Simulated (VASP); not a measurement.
Runs of VASP 6.6.1 on MgO. The structure is that of space group P-6m2 (No. 187), or close to it. The cells are those of the table. 

```tsv
cell	gap on the mesh (eV)	pressure (GPa)
a = 2.894, b = 2.894, c = 2.639 Å, angles 90.0, 90.0, 120.0°, 2 atoms	3.31	-3.5
a = 2.982, b = 2.982, c = 2.599 Å, angles 90.0, 90.0, 120.0°, 2 atoms	(b)	-8.2
a = 2.938, b = 2.938, c = 2.639 Å, angles 90.0, 90.0, 120.0°, 2 atoms	2.98	-7.3
a = 2.982, b = 2.982, c = 2.720 Å, angles 90.0, 90.0, 120.0°, 2 atoms	2.64	-14.5
a = 2.894, b = 2.894, c = 2.599 Å, angles 90.0, 90.0, 120.0°, 2 atoms	(a)	-0.7
a = 2.850, b = 2.850, c = 2.720 Å, angles 90.0, 90.0, 120.0°, 2 atoms	3.10	-4.3
a = 2.850, b = 2.850, c = 2.760 Å, angles 90.0, 90.0, 120.0°, 2 atoms	2.86	-6.6
a = 2.938, b = 2.938, c = 2.720 Å, angles 90.0, 90.0, 120.0°, 2 atoms	2.86	-11.6
```

Alike in all rows: task single point; level LDA; potentials or basis VASP PAW LDA potentials, release 64 (Mg_sv, O); no spin polarisation; k mesh 9 × 9 × 8; cutoff (eV) 750; smearing gaussian 0.05 eV.

**Question.** Estimate the missing entries.

**Answer.** (a) 3.33; (b) 2.65.

Caveats: an odd mesh through Γ misses points on the zone boundary, where band edges can lie; the cell stands under tension (at least some runs).
